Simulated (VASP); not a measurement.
The system is Ca.

```
Ca
1.0
     3.61195    0.00000    0.00000
     0.00000    3.61195    0.00000
     0.00000    0.00000    3.61195
Ca
1
Direct
  0.00000 0.00000 0.00000
```

This isn't the form of Ca at room conditions, which is fcc.

- Program: VASP 6.6.1
- Task: relaxation of cell and atoms
- Functional: PBEsol
- Potentials or basis: VASP PAW PBE potentials, release 64 (Ca_sv)
- Cutoff: 600 eV
- k mesh: 9 × 9 × 9
- Occupations: fermi-dirac, width 0.1 eV
- Spin: no spin polarisation

At the start: pressure -1.1 GPa; volume 47.12 Å³/atom.

Question: How do energy, volume and symmetry change on relaxing?

Answer: Over 4 steps the energy falls by 20.0 meV/atom and the volume is 41.78 Å³/atom (-11.3 %); space group Pm-3m (No. 221, to 0.1 Å) before and after.

The path:
| step | energy change (eV) | largest force (eV/Å) | pressure (GPa) | volume (Å³) |
| --- | --- | --- | --- | --- |
| 1 | 0.0000 | 0.0000 | -1.12 | 47.12 |
| 2 | -0.0127 | 0.0000 | -0.72 | 44.90 |
| 3 | -0.0200 | 0.0000 | 0.05 | 41.60 |
| 4 | -0.0200 | 0.0000 | 0.00 | 41.78 |

Final structure:
```
Ca
1.0
     3.46995    0.00000    0.00000
     0.00000    3.46995    0.00000
     0.00000    0.00000    3.46995
Ca
1
Direct
  0.00000 0.00000 0.00000
```

Caveat: the PAW data sets were made with another functional, which shifts forces and pressure a little.
